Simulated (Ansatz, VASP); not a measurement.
# One calculation of Si5Ge11, two programs

```
Ge Si
1.0
     0.00000    5.58573   -5.58573
     5.58573    5.58573    0.00000
     5.58573    0.00000   -5.58573
Ge Si
11 5
Cartesian
  2.7929 2.7929 -5.5857
  2.7929 0.0000 -2.7929
  5.5857 2.7929 -2.7929
  0.0000 2.7929 -2.7929
  2.7929 5.5857 -2.7929
  2.7929 2.7929 0.0000
  4.1893 6.9822 -6.9822
  6.9822 9.7750 -6.9822
  6.9822 4.1893 -6.9822
  6.9822 6.9822 -9.7750
  9.7750 9.7750 -9.7750
  5.5857 5.5857 -5.5857
  0.0000 0.0000 0.0000
  4.1893 4.1893 -4.1893
  6.9822 6.9822 -4.1893
  9.7750 6.9822 -6.9822
```

Alike in both runs: task single point; functional PBEsol; k mesh 4 × 4 × 4; occupations gaussian, width 0.1 eV; no spin polarisation.

|  | VASP | Ansatz |
| --- | --- | --- |
| version | VASP 6.6.1 | Ansatz 0.2.0 |
| potentials or method | VASP PAW PBE potentials, release 64 (Ge_d, Si), cutoff 500 eV | scalar-relativistic, plane waves, PAW |
| valence electrons in the cell | 174 | 174 |

|  | VASP | Ansatz | Ansatz less VASP |
| --- | --- | --- | --- |
| gap on the k mesh at the Fermi level (eV) | 0.30 | 0.29 | -0.003 |
| least direct gap on the mesh (eV) | 0.30 | 0.29 | -0.003 |
| pressure (GPa) | 0.1 | 0.2 | +0.09 |
| rms of the force components (eV/Å) | 0.235 | 0.238 | +0.0022 |

VASP's potentials were made for PBE, not for PBEsol.
